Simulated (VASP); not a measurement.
Set up this calculation in VASP 6.6.1, as the native input.

| Quantity | Value |
| --- | --- |
| Task | single point |
| Functional | r2SCAN |
| Potentials or basis | VASP PAW PBE potentials, release 64 (B, P) |
| Cutoff | 520 eV |
| k mesh | 10 × 10 × 10 |
| Occupations | gaussian, width 0.05 eV |
| Spin | no spin polarisation |
| Dipole correction | no |
| Further INCAR settings | ALGO = Normal; EDIFF = 1e-06; NBANDS = 11 |

The system is BP.

```
CELL_PARAMETERS angstrom
0.00000 2.20022 2.20022
2.20022 0.00000 2.20022
2.20022 2.20022 0.00000
ATOMIC_POSITIONS crystal
B 0.00000 0.00000 0.00000
P 0.75000 0.75000 0.75000
```

This cell differs from its parent crystal: strain -0.030 along x and y, -0.030 along z.

These files were run (other wordings do the same):

POSCAR

```
BP
1.0
    0.0000000000      2.2002188101      2.2002188101
    2.2002188101      0.0000000000      2.2002188101
    2.2002188101      2.2002188101      0.0000000000
B P
1 1
Direct
    0.0000000000      0.0000000000      0.0000000000
    0.7500000000      0.7500000000      0.7500000000
```

INCAR.step1

```
SYSTEM = BP
ALGO     = Normal         ! electronic algorithm
EDIFF    = 1E-4           ! SCF threshold, eV
ENCUT    = 520            ! plane-wave cutoff, eV
GGA      = PE             ! functional
ISMEAR   = 0              ! smearing method
LASPH    = .TRUE.         ! aspherical terms in the spheres
LCHARG   = .FALSE.        ! write CHGCAR
LREAL    = .FALSE.        ! projectors in reciprocal space
LWAVE    = .TRUE.         ! write WAVECAR
NBANDS   = 11             ! bands
NELM     = 100            ! most SCF steps
PREC     = Accurate       ! precision mode
SIGMA    = 0.05           ! smearing width, eV
```

INCAR.step2

```
SYSTEM = BP
ALGO     = Normal         ! electronic algorithm
EDIFF    = 1E-6           ! SCF threshold, eV
ENCUT    = 520            ! plane-wave cutoff, eV
ISIF     = 2              ! what is computed and relaxed
ISMEAR   = 0              ! smearing method
ISTART   = 1            
LASPH    = .TRUE.         ! aspherical terms in the spheres
LCHARG   = .TRUE.         ! write CHGCAR
LELF     = .TRUE.         ! ELF
LMIXTAU  = .TRUE.       
LREAL    = .FALSE.        ! projectors in reciprocal space
LVHAR    = .TRUE.       
LWAVE    = .FALSE.        ! write WAVECAR
METAGGA  = R2SCAN         ! meta-GGA
NBANDS   = 11             ! bands
NELM     = 100            ! most SCF steps
PREC     = Accurate       ! precision mode
SIGMA    = 0.05           ! smearing width, eV
```

KPOINTS

```
k-points
0
G
  10 10 10
  0 0 0
```

Potentials or basis: VASP PAW PBE potentials, release 64 (B, P).

Launch:

```console
$ cat potpaw_PBE.64/B/POTCAR potpaw_PBE.64/P/POTCAR > POTCAR
$ cp INCAR.step1 INCAR
$ mpirun -np 1 vasp_std > vasp.out
$ cp INCAR.step2 INCAR
$ mpirun -np 1 vasp_std > vasp.out
```

Results of the run:

- Pressure: 17.7 GPa
- Band gap on the k mesh: 1.32 eV (least direct gap 3.80 eV)

Caveat: the cell differs from its parent crystal (strain -0.030 along x and y, -0.030 along z); the cell stands under pressure; the PAW data sets were made with another functional, which shifts forces and pressure a little.

Run time: 16 s on 1 thread of Intel(R) Xeon(R) 6975P-C (Granite Rapids), with other jobs on the host, peak memory 0.13 GiB.
